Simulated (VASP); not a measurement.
# HgF3 (Pm-3m) in VASP: further runs

The runs below take HgF3 through single point, with PBEsol.

All numbers are computed with VASP 6.6.1; they aren't measurements. Logs are shortened: lines on timing, memory, paths and dates and some standing lists are left out, and cuts for length are marked.

## 1. The cell of the first run

Symmetry: Pm-3m, No. 221, cubic system. The conventional cell has a = 3.473 Å, b = 3.473 Å, c = 3.473 Å, α = 90.00°, β = 90.00°, γ = 90.00°. Within 3.2 Å of Hg (site symmetry m-3m) lie 12 F at 2.46 Å. F (site symmetry 4/mmm) has 4 Hg at 2.46 Å and 8 F at 2.46 Å within 3.2 Å.

## 2. Single point, PBEsol

The input, INCAR:

```
SYSTEM = HgF3
ALGO = Normal
EDIFF = 1E-6
ENCUT = 700
GGA = PS
GGA_COMPAT = .False.
ISIF = 2
ISMEAR = -1
LASPH = .True.
LCHARG = .False.
LREAL = .False.
LWAVE = .False.
NBANDS = 28
NELM = 120
PREC = Accurate
SIGMA = 0.05
```

The input, KPOINTS:

```
k-points
0
Gamma
  7 7 7
  0 0 0
```

The input, POSCAR:

```
HgF3
1.0
    3.4730599712      0.0000000000      0.0000000000
    0.0000000000      3.4730599712      0.0000000000
    0.0000000000      0.0000000000      3.4730599712
Hg F
1 3
Direct
    0.0000000000      0.0000000000      0.0000000000
    0.0000000000      0.5000000000      0.5000000000
    0.5000000000      0.0000000000      0.5000000000
    0.5000000000      0.5000000000      0.0000000000
```

Potentials or basis: VASP PAW PBE potentials, release 64 (Hg_sv_GW, F).

The run is started by

```sh
> cat potpaw_PBE.64/Hg_sv_GW/POTCAR potpaw_PBE.64/F/POTCAR > POTCAR
> mpirun -np 1 vasp_std > vasp.out
```

OUTCAR:

```text
SYSTEM = HgF3
   EDIFF = 1E-6
   ENCUT = 700
   GGA = PS
   ISIF = 2
   ISMEAR = -1
   LASPH = .True.
   LREAL = .False.
   NELM = 120
   PREC = Accurate

 ion  position               nearest neighbor table
   1  0.000  0.000  0.000-   2 2.46   3 2.46   4 2.46   2 2.46   3 2.46   2 2.46   4 2.46   2 2.46
                             3 2.46   4 2.46   3 2.46   4 2.46
   2  0.000  0.500  0.500-   1 2.46   1 2.46   1 2.46   1 2.46
   3  0.500  0.000  0.500-   1 2.46   1 2.46   1 2.46   1 2.46
   4  0.500  0.500  0.000-   1 2.46   1 2.46   1 2.46   1 2.46

  LATTYP: Found a simple cubic cell.
 ALAT       =     3.4730599712

  Lattice vectors:

 A1 = (   3.4730599712,   0.0000000000,   0.0000000000)
 A2 = (   0.0000000000,   3.4730599712,   0.0000000000)
 A3 = (   0.0000000000,   0.0000000000,   3.4730599712)

Analysis of symmetry for initial positions (statically):
=====================================================================
 Subroutine PRICEL returns:
 Original cell was already a primitive cell.

 Routine SETGRP: Setting up the symmetry group for a
 simple cubic supercell.

 Subroutine GETGRP returns: Found 48 space group operations
 (whereof 48 operations were pure point group operations)
 out of a pool of 48 trial point group operations.

The static configuration has the point symmetry O_h .

Analysis of symmetry for dynamics (positions and initial velocities):
=====================================================================
 Subroutine PRICEL returns:
 Original cell was already a primitive cell.

 Routine SETGRP: Setting up the symmetry group for a
 simple cubic supercell.

 Subroutine GETGRP returns: Found 48 space group operations
 (whereof 48 operations were pure point group operations)
 out of a pool of 48 trial point group operations.

The dynamic configuration has the point symmetry O_h .

 Subroutine INISYM returns: Found 48 space group operations
 (whereof 48 operations are pure point group operations),
 and found     1 'primitive' translations

----------------------------------------------------------------------------------------

                                     Primitive cell

  volume of cell :      41.8926

  direct lattice vectors                    reciprocal lattice vectors
     3.473059971  0.000000000  0.000000000     0.287930531  0.000000000  0.000000000
     0.000000000  3.473059971  0.000000000     0.000000000  0.287930531  0.000000000
     0.000000000  0.000000000  3.473059971     0.000000000  0.000000000  0.287930531

  length of vectors
     3.473059971  3.473059971  3.473059971     0.287930531  0.287930531  0.287930531

  position of ions in fractional coordinates (direct lattice)
     0.000000000  0.000000000  0.000000000
     0.000000000  0.500000000  0.500000000
     0.500000000  0.000000000  0.500000000
     0.500000000  0.500000000  0.000000000

  ion indices of the primitive-cell ions
   primitive index   ion index
                 1           1
                 2           2
                 3           3
                 4           4

----------------------------------------------------------------------------------------

 KPOINTS: k-points

Automatic generation of k-mesh.
 Grid dimensions read from file:
 generate k-points for:    7    7    7

 Generating k-lattice:

  Cartesian coordinates                     Fractional coordinates (reciprocal lattice)
     0.041132933  0.000000000  0.000000000     0.142857143  0.000000000  0.000000000
     0.000000000  0.041132933  0.000000000     0.000000000  0.142857143  0.000000000
     0.000000000  0.000000000  0.041132933     0.000000000  0.000000000  0.142857143

  Length of vectors
     0.041132933  0.041132933  0.041132933

  Shift w.r.t. Gamma in fractional coordinates (k-lattice)
     0.000000000  0.000000000  0.000000000

 Subroutine IBZKPT returns following result:
 ===========================================

 Found     20 irreducible k-points:

 Following reciprocal coordinates:
            Coordinates               Weight
  0.000000  0.000000  0.000000      1.000000
  0.142857  0.000000  0.000000      6.000000
  0.285714  0.000000  0.000000      6.000000
  0.428571  0.000000  0.000000      6.000000
  0.142857  0.142857  0.000000     12.000000
  0.285714  0.142857  0.000000     24.000000
[... 12 lines left out ...]
  0.428571  0.428571  0.285714     24.000000
  0.428571  0.428571  0.428571      8.000000
   k-points           NKPTS =     20   k-points in BZ     NKDIM =     20   number of bands    NBANDS=     28
   number of dos      NEDOS =    301   number of ions     NIONS =      4
   total plane-waves  NPLWV =  27000
   dimension x,y,z NGX =    30 NGY =   30 NGZ =   30
   dimension x,y,z NGXF=    60 NGYF=   60 NGZF=   60
   ions per type =               1   3
   NGX,Y,Z   is equivalent  to a cutoff of  14.36, 14.36, 14.36 a.u.
   NGXF,Y,Z  is equivalent  to a cutoff of  28.72, 28.72, 28.72 a.u.
 SYSTEM =  HgF3
   PREC   = accura    normal or accurate (medium, high low for compatibility)
   ISTART =      0    job   : 0-new  1-cont  2-samecut
   ICHARG =      2    charge: 1-file 2-atom 10-const
   ISPIN  =      1    spin polarized calculation?
   LNONCOLLINEAR =      F non collinear calculations
   LSORBIT =      F    spin-orbit coupling
   LASPH  =      T    aspherical Exc in radial PAW
   ENCUT  =  700.0 eV  51.45 Ry    7.17 a.u.   7.49  7.49  7.49*2*pi/ulx,y,z
   NELM   =    120;   NELMIN=  2; NELMDL= -5     # of ELM steps
   EDIFF  = 0.1E-05   stopping-criterion for ELM
   LREAL  =      F    real-space projection
   EDIFFG = 0.1E-04   stopping-criterion for IOM
   NSW    =      0    number of steps for IOM
   IBRION =     -1    ionic relax: 0-MD 1-quasi-New 2-CG
   NFREE  =      0    steps in history (QN), initial steepest desc. (CG)
   ISIF   =      2    stress and relaxation
   ISYM   =      2    0-nonsym 1-usesym 2-fastsym
   POTIM  = 0.5000    time-step for ionic-motion
   TEBEG  =    0.0;   TEEND  =   0.0 temperature during run
   PSTRESS=    0.0 pullay stress
   NELECT =      41.0000    total number of electrons
   NUPDOWN=      -1.0000    fix difference up-down
   EMIN   =  10.00;   EMAX   =-10.00  energy-range for DOS
   EFERMI =   0.00;   METHOD = LEGACY
   ISMEAR =    -1;   SIGMA  =   0.05  broadening in eV -4-tet -1-fermi 0-gaus
   EFERMI_NEDOS =   21; number of points for ismear=-14 and -15
   IALGO  =     38    algorithm
   IMIX   =      4    mixing-type and parameters
     AMIX     =   0.40;   BMIX     =  1.00
     AMIX_MAG =   1.60;   BMIX_MAG =  1.00
  volume/ion in A,a.u.               =      10.47        70.68
  Fermi-wavevector in a.u.,A,eV,Ry     =   1.625388  3.071539 35.945063  2.641888
  Thomas-Fermi vector in A             =   2.718520
   LORBIT       =      0    0 simple, 1 ext, 2 COOP (PROOUT), +10 PAW based schemes
   GGA     = PS    functional components
   LHFCALC =     F    Hartree Fock is set to
   AEXX    =    0.0000 exact exchange contribution
   IVDW    =     0    specifies the selected vdW correction
   LEPSILON=     F    determine dielectric tensor
   LRPA    =     F    only Hartree local field effects (RPA)
 non-spin polarized calculation
  energy-cutoff  :      700.00
  volume of cell :       41.89
 maximum number of plane-waves:      1791
 NGX is ok and might be reduce to    30
   NGX = 15   NGY = 15   NGZ = 15

 number of electron      41.0000026 magnetization

 Free energy of the ion-electron system (eV)
  ---------------------------------------------------
  ext. energy  EPLUGINS =         0.00000000
  ---------------------------------------------------
  free energy    TOTEN  =        -9.12846158 eV

  energy without entropy =       -9.05015200  energy(sigma->0) =       -9.08930679

 E-fermi :   1.9177     XC(G=0): -12.3403

 val. band max:        1.9081808896   @ k =   0.2857   0.2857   0.1429
 cond. band min:       1.9329969112   @ k =   0.4286   0.1429   0.1429
 fundamental gap:      0.0248160216
 Fermi energy:         1.9176835891

 k-point     1 :       0.0000    0.0000    0.0000
  band No.  band energies     occupation
      1    -109.8619      2.00000
      2     -58.2189      2.00000
      3     -58.2189      2.00000
      4     -58.2189      2.00000
      5     -19.7666      2.00000
      6     -17.8896      2.00000
[... 20 lines left out ...]
     27      19.6094      0.00000
     28      19.6094      0.00000

 k-point     2 :       0.1429    0.0000    0.0000
  band No.  band energies     occupation
      1    -109.8618      2.00000
      2     -58.2202      2.00000
      3     -58.2188      2.00000
      4     -58.2188      2.00000
      5     -19.6799      2.00000
      6     -17.9732      2.00000
[... 20 lines left out ...]
     27      19.8552      0.00000
     28      21.2429      0.00000

 k-point     3 :       0.2857    0.0000    0.0000
  band No.  band energies     occupation
      1    -109.8618      2.00000
      2     -58.2230      2.00000
      3     -58.2186      2.00000
      4     -58.2186      2.00000
      5     -19.4419      2.00000
      6     -18.2050      2.00000
[... 20 lines left out ...]
     27      20.5121      0.00000
     28      22.9808      0.00000

 k-point     4 :       0.4286    0.0000    0.0000
  band No.  band energies     occupation
      1    -109.8617      2.00000
      2     -58.2253      2.00000
      3     -58.2184      2.00000
      4     -58.2184      2.00000
      5     -19.1412      2.00000
      6     -18.5014      2.00000
[... 454 lines left out ...]
     27      22.7834      0.00000
     28      22.8742      0.00000

 k-point    19 :       0.4286    0.4286    0.2857
  band No.  band energies     occupation
      1    -109.8616      2.00000
      2     -58.2244      2.00000
      3     -58.2244      2.00000
      4     -58.2220      2.00000
      5     -18.5971      2.00000
      6     -18.4198      2.00000
[... 20 lines left out ...]
     27      22.3183      0.00000
     28      22.3225      0.00000

 k-point    20 :       0.4286    0.4286    0.4286
  band No.  band energies     occupation
      1    -109.8616      2.00000
      2     -58.2242      2.00000
      3     -58.2242      2.00000
      4     -58.2242      2.00000
      5     -18.5123      2.00000
      6     -18.4192      2.00000
[... 20 lines left out ...]
     27      21.6754      0.00000
     28      21.6754      0.00000

------------------------ aborting loop because EDIFF is reached ----------------------------------------

  FORCE on cell =-STRESS in cart. coord.  units (eV):
  Direction    XX          YY          ZZ          XY          YZ          ZX
  --------------------------------------------------------------------------------------
  -------------------------------------------------------------------------------------
  Total        2.4645885      2.4645885      2.4645885     -0.0000000      0.0000000     -0.0000000
  in kB       94.2579862     94.2579862     94.2579862     -0.0000000      0.0000000     -0.0000000
  external PRESSURE =      94.2579862 kB  Pullay stress =       0.0000000 kB

 VOLUME and BASIS-vectors are now :
 -----------------------------------------------------------------------------
  energy-cutoff  :      700.00
  volume of cell :       41.89
      direct lattice vectors                 reciprocal lattice vectors
     3.473059971  0.000000000  0.000000000     0.287930531  0.000000000  0.000000000
     0.000000000  3.473059971  0.000000000     0.000000000  0.287930531  0.000000000
     0.000000000  0.000000000  3.473059971     0.000000000  0.000000000  0.287930531

 POSITION                                       TOTAL-FORCE (eV/Angst)
 -----------------------------------------------------------------------------------
      0.00000      0.00000      0.00000         0.000000      0.000000      0.000000
      0.00000      1.73653      1.73653         0.000000      0.000000      0.000000
      1.73653      0.00000      1.73653         0.000000      0.000000      0.000000
      1.73653      1.73653      0.00000         0.000000      0.000000      0.000000
 -----------------------------------------------------------------------------------
    total drift:                                0.000000      0.000000     -0.000000

  FREE ENERGIE OF THE ION-ELECTRON SYSTEM (eV)
  ---------------------------------------------------
  free  energy   TOTEN  =        -9.1284615843 eV

  energy  without entropy=       -9.0501519999  energy(sigma->0) =       -9.08930679
```

Wall time 28 s (1 thread of Intel Xeon Platinum 8559C (Emerald Rapids), shared host); peak memory 0.2 GiB.

Results:

| Quantity | Value |
| --- | --- |
| Free energy | -9.1285 eV |
| Pressure | 9.4 GPa |
| Band gap on the k mesh | zero (an odd number of electrons rules out a gap without spin polarisation) |

Caveat: the cell stands under pressure; the PAW data sets were made with another functional, which shifts forces and pressure a little; spin-orbit coupling is left out, which moves the levels of the heavy elements; an odd number of electrons without spin polarisation forces a metal; a magnetic or distorted state may lie lower.

## 3. Single point, PBEsol

This run uses another cell than the first one, of 11.38 Å³/atom.

The input, INCAR:

```
ALGO     = Normal         # electronic algorithm
EDIFF    = 1E-6           # SCF threshold, eV
ENCUT    = 700            # plane-wave cutoff, eV
GGA      = PS             # functional
GGA_COMPAT= False        
ISIF     = 2              # what is computed and relaxed
ISMEAR   = -1             # smearing method
LASPH    = True           # aspherical terms in the spheres
LCHARG   = True           # write CHGCAR
LELF     = True           # ELF
LREAL    = False          # projectors in reciprocal space
LVHAR    = True         
LWAVE    = False          # write WAVECAR
NBANDS   = 28             # bands
NELM     = 120            # most SCF steps
PREC     = Accurate       # precision mode
SIGMA    = 0.05           # smearing width, eV
```

The input, KPOINTS:

```
k-points
0
Gamma
  7 7 7
```

The input, POSCAR:

```
HgF3
1.0
    3.5705043667      0.0000000000      0.0000000000
    0.0000000000      3.5705043667      0.0000000000
    0.0000000000      0.0000000000      3.5705043667
Hg F
1 3
Direct
    0.0000000000      0.0000000000      0.0000000000
    0.0000000000      0.5000000000      0.5000000000
    0.5000000000      0.0000000000      0.5000000000
    0.5000000000      0.5000000000      0.0000000000
```

Potentials or basis: VASP PAW PBE potentials, release 64 (Hg_sv_GW, F).

The run is started by

```sh
> cat potpaw_PBE.64/Hg_sv_GW/POTCAR potpaw_PBE.64/F/POTCAR > POTCAR
> mpirun -np 1 vasp_std > vasp.out
```

Run time: 28 s. Hardware: 1 thread of Intel Xeon 6975P-C (Granite Rapids), shared host; peak memory 0.2 GiB.

The run converged. Its results:

* Free energy: -9.2353 eV
* Pressure: -0.7 GPa
* Band gap on the k mesh: zero (an odd number of electrons rules out a gap without spin polarisation)

Levels at points of the mesh, in eV from the Fermi level:
```tsv
k point	band 17	band 18	band 19	band 20	band 21	band 22	band 23	band 24	band 25	band 26
(0.00, 0.00, 0.00)	-1.30	-1.30	-0.10	-0.10	-0.10	0.64	15.32	15.32	15.32	15.56
```

Caveat: the PAW data sets were made with another functional, which shifts forces and pressure a little; spin-orbit coupling is left out, which moves the levels of the heavy elements; an odd number of electrons without spin polarisation forces a metal; a magnetic or distorted state may lie lower.

The gap in the log of VASP goes by the Fermi energy; the results here count the filled bands.